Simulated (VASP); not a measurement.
Here is a VASP 6.6.1 calculation.

Contents of INCAR:

```
SYSTEM = HfH2
  PREC = Accurate
  ENCUT = 520
  EDIFF = 1E-6
  ISMEAR = 0
  SIGMA = 0.1
  LREAL = .False.
  LASPH = .True.
  NELM = 100
  ALGO = Normal
  ISIF = 2
  LWAVE = .False.
  LCHARG = .False.
  GGA = PS
  NBANDS = 21
```

KPOINTS

```
Automatic mesh
0
Gamma
  10 10 8
  0 0 0
```

Contents of POSCAR:

```
HfH2
1.0
    3.3949837369      0.0000000000      0.0000000000
    0.0000000000      3.3949837369      0.0000000000
    0.0000000000      0.0000000000      4.2885236930
Hf H
2 4
Direct
    0.0000000000      0.0000000000      0.0000000000
    0.5000000000      0.5000000000      0.5000000000
    0.0000000000      0.5000000000      0.2500000000
    0.5000000000      0.0000000000      0.2500000000
    0.5000000000      0.0000000000      0.7500000000
    0.0000000000      0.5000000000      0.7500000000
```

Potentials or basis: VASP PAW PBE potentials, release 64 (Hf_pv, H).

Run with:

```bash
$ cat potpaw_PBE.64/Hf_pv/POTCAR potpaw_PBE.64/H/POTCAR > POTCAR
$ mpirun -np 1 vasp_std > vasp.out
```

(1) Estimate the pressure.

(2) Estimate the band gap on the k mesh.

Results:

(1) 4.5 GPa.

(2) zero (bands 12 and 13 overlap by 1.03 eV).

Caveat: the cell differs from its parent crystal (biaxial strain in the a-b plane: -2.0 %); the cell stands under pressure; the PAW data sets were made with another functional, which shifts forces and pressure a little; spin-orbit coupling is left out, which moves the levels of the heavy elements.
